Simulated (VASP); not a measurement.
A run of VASP 6.6.1 is set up as follows.

Contents of POSCAR:

```
MnO
1.0
    1.5933644551     -0.9199293937      5.0806228717
    0.0000000000      1.8398587974      5.0806228699
   -1.5933644551     -0.9199293937      5.0806228717
Mn O
2 2
Direct
    0.5000000000      0.5000000000     -0.5000000000
    1.0000000000      1.0000000000      0.0000000000
    0.2499999999      0.2499999999      0.2499999999
    0.7500000001      0.7500000001      0.7500000001
```

Contents of INCAR.step1:

```
SYSTEM = MnO
  PREC = Accurate
  ENCUT = 520
  ISMEAR = 0
  SIGMA = 0.05
  LREAL = .FALSE.
  LASPH = .TRUE.
  NELM = 150
  ISPIN = 2
  MAGMOM = 4.61 -4.61 0 0
  LMAXMIX = 4
  NBANDS = 31
  GGA = PE
  ALGO = Normal
  EDIFF = 1E-4
  LWAVE = .TRUE.
  LCHARG = .FALSE.
```

Contents of INCAR.step2:

```
SYSTEM = MnO
  PREC = Accurate
  ENCUT = 520
  EDIFF = 1E-7
  ISMEAR = 0
  SIGMA = 0.05
  LREAL = .FALSE.
  LASPH = .TRUE.
  NELM = 150
  ALGO = Normal
  ISIF = 2
  LWAVE = .FALSE.
  LCHARG = .FALSE.
  ISPIN = 2
  MAGMOM = 4.61 -4.61 0 0
  LORBIT = 11
  LMAXMIX = 4
  METAGGA = R2SCAN
  LMIXTAU = .TRUE.
  NBANDS = 31
  ISTART = 1
```

KPOINTS

```
regular mesh
0
G
  8 8 8
  0 0 0
```

Potentials or basis: VASP PAW PBE potentials, release 64 (Mn_pv, O).

The run is started by

```console
$ cat potpaw_PBE.64/Mn_pv/POTCAR potpaw_PBE.64/O/POTCAR > POTCAR
$ cp INCAR.step1 INCAR
$ mpirun -np 1 vasp_std > vasp.out
$ cp INCAR.step2 INCAR
$ mpirun -np 1 vasp_std > vasp.out
```

Problem. What does it give for the site moments?

Solution. Mn +4.47, -4.47; O +0.00 μB.

Problem. Estimate the band gap on the k mesh.

Solution. 1.60 eV.

Problem. Estimate the pressure.

Solution. -5.7 GPa.

Caveat: the PAW data sets were made with another functional, which shifts forces and pressure a little. A k mesh can miss the band edges.
